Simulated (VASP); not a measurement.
# MgGe2 (C2/m) in VASP: single point with PBE

Aim: the single point of MgGe2 with PBE.

Program: VASP 6.6.1. These are calculated values, not measurements. Logs are shortened: lines on timing, memory, paths and dates and some standing lists are left out, and cuts for length are marked.

### Step 1. The cell of the first run

It takes space group C2/m (No. 12, monoclinic). Conventional cell: a = 6.746 Å, b = 3.875 Å, c = 4.872 Å, α = 90.00°, β = 90.06°, γ = 90.00°. Mg (site symmetry 2/m) has 12 Ge at 2.90 to 3.77 Å and 6 Mg at 3.88 to 3.89 Å within 3.9 Å. Ge (site symmetry m) has 3 Ge at 2.53 to 2.54 Å and 3 Mg at 2.90 to 2.91 Å within 3.3 Å.

### Step 2. Single point, PBE

Input file INCAR:

```
SYSTEM = MgGe2
PREC     = Accurate       ! precision mode
ENCUT    = 520            ! plane-wave cutoff, eV
EDIFF    = 1E-6           ! SCF threshold, eV
ISMEAR   = 0              ! smearing method
SIGMA    = 0.1            ! smearing width, eV
LREAL    = .False.        ! projectors in reciprocal space
LASPH    = .True.         ! aspherical terms in the spheres
NELM     = 100            ! most SCF steps
ALGO     = Normal         ! electronic algorithm
ISIF     = 2              ! what is computed and relaxed
LWAVE    = .False.        ! write WAVECAR
LCHARG   = .True.         ! write CHGCAR
GGA      = PE             ! functional
LELF     = .True.         ! ELF
LVHAR    = .True.       
NBANDS   = 39             ! bands
```

Input file KPOINTS:

```
Automatic mesh
0
Gamma
  10 10 8
  0 0 0
```

Input file POSCAR:

```
MgGe2
1.0
    5.9200724029     -1.9376119761     -0.1898691535
    5.9200724029      1.9376119761     -0.1898691535
   -3.6561963006      0.0000000000      5.6696139145
Mg Ge
2 4
Direct
    0.2499958157      0.2499958157      0.7499847659
    0.7500041843      0.7500041843      0.2500152341
    0.0605843256      0.0605843256     -0.1056405856
    0.9394156744      0.9394156744      1.1056405856
    0.4394259967      0.4394259967      0.6056573774
    0.5605740033      0.5605740033      0.3943426226
```

Potentials or basis: VASP PAW PBE potentials, release 64 (Mg, Ge_d).

On the command line:

```sh
$ cat potpaw_PBE.64/Mg/POTCAR potpaw_PBE.64/Ge_d/POTCAR > POTCAR
$ mpirun -np 1 vasp_std > vasp.out
```

OUTCAR:

```text
SYSTEM = MgGe2
   PREC = Accurate
   ENCUT = 520
   EDIFF = 1E-6
   ISMEAR = 0
   LREAL = .False.
   LASPH = .True.
   NELM = 100
   ISIF = 2
   GGA = PE

 ion  position               nearest neighbor table
   1  0.250  0.250  0.750-   6 2.90   6 2.90   4 2.90   4 2.90   5 2.91   3 2.91
   2  0.750  0.750  0.250-   5 2.90   5 2.90   3 2.90   3 2.90   6 2.91   4 2.91
   3  0.061  0.061  0.894-   4 2.53   5 2.54   5 2.54   2 2.90   2 2.90   1 2.91
   4  0.939  0.939  0.106-   3 2.53   6 2.54   6 2.54   1 2.90   1 2.90   2 2.91
   5  0.439  0.439  0.606-   6 2.53   3 2.54   3 2.54   2 2.90   2 2.90   1 2.91
   6  0.561  0.561  0.394-   5 2.53   4 2.54   4 2.54   1 2.90   1 2.90   2 2.91

  LATTYP: Found a base centered monoclinic cell.
 ALAT       =    11.8462327431
 B/A-ratio  =     0.3271271160
 C/A-ratio  =     0.5694873728
 COS(beta)  =    -0.5686186061

  Lattice vectors:

 A1 = (   5.9200724029,  -1.9376119761,  -0.1898691535)
 A2 = (   5.9200724029,   1.9376119761,  -0.1898691535)
 A3 = (  -3.6561963006,   0.0000000000,   5.6696139145)

Analysis of symmetry for initial positions (statically):
=====================================================================
 Subroutine PRICEL returns:
 Original cell was already a primitive cell.

 Routine SETGRP: Setting up the symmetry group for a
 base centered monoclinic supercell.

 Subroutine GETGRP returns: Found  4 space group operations
 (whereof  4 operations were pure point group operations)
 out of a pool of  4 trial point group operations.

The static configuration has the point symmetry C_2h.

Analysis of symmetry for dynamics (positions and initial velocities):
=====================================================================
 Subroutine PRICEL returns:
 Original cell was already a primitive cell.

 Routine SETGRP: Setting up the symmetry group for a
 base centered monoclinic supercell.

 Subroutine GETGRP returns: Found  4 space group operations
 (whereof  4 operations were pure point group operations)
 out of a pool of  4 trial point group operations.

The dynamic configuration has the point symmetry C_2h.

 Subroutine INISYM returns: Found  4 space group operations
 (whereof  4 operations are pure point group operations),
 and found     1 'primitive' translations

----------------------------------------------------------------------------------------

                                     Primitive cell

  volume of cell :     127.3799

  direct lattice vectors                    reciprocal lattice vectors
     5.920072403 -1.937611976 -0.189869153     0.086242131 -0.258049602  0.055615455
     5.920072403  1.937611976 -0.189869153     0.086242131  0.258049602  0.055615455
    -3.656196301  0.000000000  5.669613915     0.005776309  0.000000000  0.180103854

  length of vectors
     6.231985857  6.231985857  6.746279962     0.277705566  0.277705566  0.180196460

  position of ions in fractional coordinates (direct lattice)
     0.249995816  0.249995816  0.749984766
     0.750004184  0.750004184  0.250015234
     0.060584326  0.060584326  0.894359414
     0.939415674  0.939415674  0.105640586
     0.439425997  0.439425997  0.605657377
     0.560574003  0.560574003  0.394342623

  ion indices of the primitive-cell ions
   primitive index   ion index
                 1           1
                 2           2
                 3           3
                 4           4
                 5           5
                 6           6

----------------------------------------------------------------------------------------

 KPOINTS: Automatic mesh

Automatic generation of k-mesh.
 Grid dimensions read from file:
 generate k-points for:   10   10    8

 Generating k-lattice:

  Cartesian coordinates                     Fractional coordinates (reciprocal lattice)
     0.008624213 -0.025804960  0.005561546     0.100000000 -0.000000000  0.000000000
     0.008624213  0.025804960  0.005561546    -0.000000000  0.100000000  0.000000000
     0.000722039  0.000000000  0.022512982     0.000000000  0.000000000  0.125000000

  Length of vectors
     0.027770557  0.027770557  0.022524557

  Shift w.r.t. Gamma in fractional coordinates (k-lattice)
     0.000000000  0.000000000  0.000000000

 Subroutine IBZKPT returns following result:
 ===========================================

 Found    227 irreducible k-points:

 Following reciprocal coordinates:
            Coordinates               Weight
  0.000000  0.000000  0.000000      1.000000
  0.100000  0.000000 -0.000000      4.000000
  0.200000  0.000000 -0.000000      4.000000
  0.300000 -0.000000  0.000000      4.000000
  0.400000 -0.000000  0.000000      4.000000
  0.500000  0.000000  0.000000      2.000000
[... 16 lines left out ...]
  0.300000  0.300000 -0.000000      2.000000
  0.400000  0.300000 -0.000000      4.000000
 [... further k-points ...]
   k-points           NKPTS =    227   k-points in BZ     NKDIM =    227   number of bands    NBANDS=     39
   number of dos      NEDOS =    301   number of ions     NIONS =      6
   total plane-waves  NPLWV = 115200
   dimension x,y,z NGX =    48 NGY =   48 NGZ =   50
   dimension x,y,z NGXF=    96 NGYF=   96 NGZF=  100
   ions per type =               2   4
   NGX,Y,Z   is equivalent  to a cutoff of  12.80, 12.80, 12.32 a.u.
   NGXF,Y,Z  is equivalent  to a cutoff of  25.61, 25.61, 24.64 a.u.
 SYSTEM =  MgGe2
   PREC   = accura    normal or accurate (medium, high low for compatibility)
   ISTART =      0    job   : 0-new  1-cont  2-samecut
   ICHARG =      2    charge: 1-file 2-atom 10-const
   ISPIN  =      1    spin polarized calculation?
   LNONCOLLINEAR =      F non collinear calculations
   LSORBIT =      F    spin-orbit coupling
   LASPH  =      T    aspherical Exc in radial PAW
   ENCUT  =  520.0 eV  38.22 Ry    6.18 a.u.  11.59 11.59 12.54*2*pi/ulx,y,z
   NELM   =    100;   NELMIN=  2; NELMDL= -5     # of ELM steps
   EDIFF  = 0.1E-05   stopping-criterion for ELM
   LREAL  =      F    real-space projection
   EDIFFG = 0.1E-04   stopping-criterion for IOM
   NSW    =      0    number of steps for IOM
   IBRION =     -1    ionic relax: 0-MD 1-quasi-New 2-CG
   NFREE  =      0    steps in history (QN), initial steepest desc. (CG)
   ISIF   =      2    stress and relaxation
   ISYM   =      2    0-nonsym 1-usesym 2-fastsym
   POTIM  = 0.5000    time-step for ionic-motion
   TEBEG  =    0.0;   TEEND  =   0.0 temperature during run
   PSTRESS=    0.0 pullay stress
   NELECT =      60.0000    total number of electrons
   NUPDOWN=      -1.0000    fix difference up-down
   EMIN   =  10.00;   EMAX   =-10.00  energy-range for DOS
   EFERMI =   0.00;   METHOD = LEGACY
   ISMEAR =     0;   SIGMA  =   0.10  broadening in eV -4-tet -1-fermi 0-gaus
   EFERMI_NEDOS =   21; number of points for ismear=-14 and -15
   IALGO  =     38    algorithm
   IMIX   =      4    mixing-type and parameters
     AMIX     =   0.40;   BMIX     =  1.00
     AMIX_MAG =   1.60;   BMIX_MAG =  1.00
  volume/ion in A,a.u.               =      21.23       143.27
  Fermi-wavevector in a.u.,A,eV,Ry     =   1.273772  2.407080 22.075380  1.622495
  Thomas-Fermi vector in A             =   2.406577
   LORBIT       =      0    0 simple, 1 ext, 2 COOP (PROOUT), +10 PAW based schemes
   GGA     = PE    functional components
   LHFCALC =     F    Hartree Fock is set to
   AEXX    =    0.0000 exact exchange contribution
   IVDW    =     0    specifies the selected vdW correction
   LEPSILON=     F    determine dielectric tensor
   LRPA    =     F    only Hartree local field effects (RPA)
 non-spin polarized calculation
 Gauss-broadening in eV      SIGMA  =   0.10
  energy-cutoff  :      520.00
  volume of cell :      127.38
 maximum number of plane-waves:      3457
 NGX is ok and might be reduce to    48
   NGX = 23   NGY = 23   NGZ = 25

 number of electron      60.0000017 magnetization

 Free energy of the ion-electron system (eV)
  ---------------------------------------------------
  ext. energy  EPLUGINS =         0.00000000
  ---------------------------------------------------
  free energy    TOTEN  =       -21.04824072 eV

  energy without entropy =      -21.03980456  energy(sigma->0) =      -21.04402264

 E-fermi :   4.5939     XC(G=0):  -9.8844

 val. band max:        4.5908785853   @ k =   0.0000   0.0000   0.0000
 cond. band min:       4.5993841997   @ k =  -0.4000   0.4000   0.3750
 fundamental gap:      0.0085056144
 Fermi energy:         4.5938934478

 k-point     1 :       0.0000    0.0000    0.0000
  band No.  band energies     occupation
      1     -19.8771      2.00000
      2     -19.8761      2.00000
      3     -19.8708      2.00000
      4     -19.8058      2.00000
      5     -19.7917      2.00000
      6     -19.7914      2.00000
[... 31 lines left out ...]
     38      11.5741      0.00000
     39      11.7736      0.00000

 k-point     2 :       0.1000    0.0000   -0.0000
  band No.  band energies     occupation
      1     -19.8758      2.00000
      2     -19.8741      2.00000
      3     -19.8716      2.00000
      4     -19.8029      2.00000
      5     -19.7909      2.00000
      6     -19.7884      2.00000
[... 31 lines left out ...]
     38      11.2726      0.00000
     39      11.4295      0.00000

 k-point     3 :       0.2000    0.0000   -0.0000
  band No.  band energies     occupation
      1     -19.8751      2.00000
      2     -19.8727      2.00000
      3     -19.8651      2.00000
      4     -19.7964      2.00000
      5     -19.7885      2.00000
      6     -19.7812      2.00000
[... 31 lines left out ...]
     38      11.0803      0.00000
     39      11.1170      0.00000

 k-point     4 :       0.3000   -0.0000    0.0000
  band No.  band energies     occupation
      1     -19.8742      2.00000
      2     -19.8731      2.00000
      3     -19.8503      2.00000
      4     -19.7872      2.00000
      5     -19.7842      2.00000
      6     -19.7803      2.00000
[... 31 lines left out ...]
     38      10.9643      0.00000
     39      10.9998      0.00000
[... 754 lines left out ...]
     38      10.2260      0.00000
     39      10.2546      0.00000

 k-point    23 :       0.3000    0.3000   -0.0000
  band No.  band energies     occupation
      1     -19.8772      2.00000
      2     -19.8761      2.00000
      3     -19.8709      2.00000
      4     -19.8064      2.00000
      5     -19.7921      2.00000
      6     -19.7921      2.00000
[... 31 lines left out ...]
     38      10.0286      0.00000
     39      10.1033      0.00000

 k-point    24 :       0.4000    0.3000   -0.0000
  band No.  band energies     occupation
      1     -19.8758      2.00000
      2     -19.8742      2.00000
      3     -19.8718      2.00000
      4     -19.8036      2.00000
      5     -19.7913      2.00000
      6     -19.7888      2.00000
[... 31 lines left out ...]
     38      10.1081      0.00000
     39      10.3510      0.00000

 [... further k-points ...]

------------------------ aborting loop because EDIFF is reached ----------------------------------------

  FORCE on cell =-STRESS in cart. coord.  units (eV):
  Direction    XX          YY          ZZ          XY          YZ          ZX
  --------------------------------------------------------------------------------------
  -------------------------------------------------------------------------------------
  Total        0.0479350      0.1042809      0.1029769      0.0000000      0.0000000      0.0023431
  in kB        0.6029237      1.3116393      1.2952383      0.0000000      0.0000000      0.0294708
  external PRESSURE =       1.0699338 kB  Pullay stress =       0.0000000 kB

 VOLUME and BASIS-vectors are now :
 -----------------------------------------------------------------------------
  energy-cutoff  :      520.00
  volume of cell :      127.38
      direct lattice vectors                 reciprocal lattice vectors
     5.920072403 -1.937611976 -0.189869153     0.086242131 -0.258049602  0.055615455
     5.920072403  1.937611976 -0.189869153     0.086242131  0.258049602  0.055615455
    -3.656196301  0.000000000  5.669613915     0.005776309  0.000000000  0.180103854

 POSITION                                       TOTAL-FORCE (eV/Angst)
 -----------------------------------------------------------------------------------
      0.21790      0.00000      4.15719         0.000001      0.000000      0.000048
      7.96605      0.00000      1.13268        -0.000001      0.000000     -0.000048
     -2.55263      0.00000      5.04767         0.009612      0.000000      0.010945
     10.73657      0.00000      0.24221        -0.009612      0.000000     -0.010945
      2.98847      0.00000      3.26698        -0.009536      0.000000     -0.010931
      5.19548      0.00000      2.02290         0.009536      0.000000      0.010931
 -----------------------------------------------------------------------------------
    total drift:                                0.000000      0.000000     -0.000000

  FREE ENERGIE OF THE ION-ELECTRON SYSTEM (eV)
  ---------------------------------------------------
  free  energy   TOTEN  =       -21.0482407186 eV

  energy  without entropy=      -21.0398045565  energy(sigma->0) =      -21.04402264
```

Run time: 45 min. Hardware: 1 thread of Intel Xeon 8259CL, shared host; peak memory 0.96 GiB.

Results:

```
Free energy            : -21.0482 eV
Pressure               : 0.1 GPa
Largest force          : 0.015 eV/Å
Band gap on the k mesh : zero (bands 30 and 31 overlap by 2.13 eV)
```

Forces in eV/Å, atoms in the order of the input:
```
Mg   0.000  0.000  0.000
Mg   0.000  0.000  0.000
Ge   0.010  0.000  0.011
Ge  -0.010  0.000 -0.011
Ge  -0.010  0.000 -0.011
Ge   0.010  0.000  0.011
```
